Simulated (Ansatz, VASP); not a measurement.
**FeCo3: VASP beside Ansatz**

```
Fe Co
1.0
     2.46601    0.00000    0.00000
     0.00000    2.46601    0.00000
     0.00000    0.00000    7.06346
Fe Co
1 3
Direct
  0.00000 0.00000 0.00000
  0.50000 0.50000 0.74540
  0.00000 0.00000 0.50000
  0.50000 0.50000 0.25460
```

Alike in both runs: task single point; functional PBEsol; k mesh 8 × 8 × 4; occupations gaussian, width 0.1 eV; collinear spin.

```csv
,VASP,Ansatz
version,VASP 6.6.1,Ansatz 0.2.0
potentials or method,"VASP PAW PBE potentials, release 64 (Fe, Co), cutoff 520 eV","scalar-relativistic, plane waves, PAW"
valence electrons in the cell,35,67
```

|  | VASP | Ansatz | Ansatz less VASP |
| --- | --- | --- | --- |
| gap on the k mesh at the Fermi level (eV) | none | none | - |
| pressure (GPa) | -2.4 | -1.8 | +0.61 |
| traceless stress, the component that is largest in VASP (GPa) | -0.74 | -0.76 | -0.017 |
| rms of the force components (eV/Å) | 0.091 | 0.087 | -0.0042 |
| net moment per atom (μB) | 1.86 | 1.86 | +0.002 |
| size of the moment on the site where the two differ most (μB) | 1.63 | 1.69 | +0.058 |

VASP's potentials were made for PBE, not for PBEsol. Site moments also hang on the region over which each program counts them. Atom by atom the forces differ by 0.004 eV/Å (rms over components). A gap of «none» marks a metal or a gap that the smearing closes. VASP's potentials hold 35 valence electrons a cell and Ansatz's 67, so a difference there can come from the potentials and not from the codes.
